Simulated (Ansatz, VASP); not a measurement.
## Cd3HgTe4: VASP beside Ansatz

```
Cd Hg Te
1.0
     4.31519    0.00000    0.00000
     0.00000    4.31519    0.00000
     0.00000    0.00000   12.39094
Cd Hg Te
3 1 4
Direct
  0.50000 0.50000 0.25116
  0.00000 0.00000 0.50000
  0.50000 0.50000 0.74884
  0.00000 0.00000 0.00000
  0.00000 0.00000 0.25754
  0.50000 0.50000 0.50000
  0.00000 0.00000 0.74246
  0.50000 0.50000 0.00000
```

Alike in both runs: functional PBE; k mesh 8 × 8 × 4; occupations gaussian, width 0.1 eV; no spin polarisation.

Ansatz relaxed the structure, and its values are those at the end. VASP's run is a single point on that final structure, the one shown.

|  | VASP | Ansatz |
| --- | --- | --- |
| version | VASP 6.6.1 | Ansatz 0.2.0 |
| potentials or method | VASP PAW PBE potentials, release 64 (Cd, Hg, Te), cutoff 520 eV | scalar-relativistic, plane waves, PAW |
| valence electrons in the cell | 72 | 144 |

Ansatz gave:

- gap on the k mesh at the Fermi level (eV): none
- pressure (GPa): 0.0

Q: What did VASP give for the same quantities?

A: gap on the k mesh at the Fermi level (eV): none; pressure (GPa): 0.1.

A gap of «none» marks a metal or a gap that the smearing closes. With one functional, cell and mesh, what is left measures potentials, basis and numerics. VASP's potentials hold 72 valence electrons a cell and Ansatz's 144, so a difference there can come from the potentials and not from the codes.

Spin-orbit coupling is off throughout.
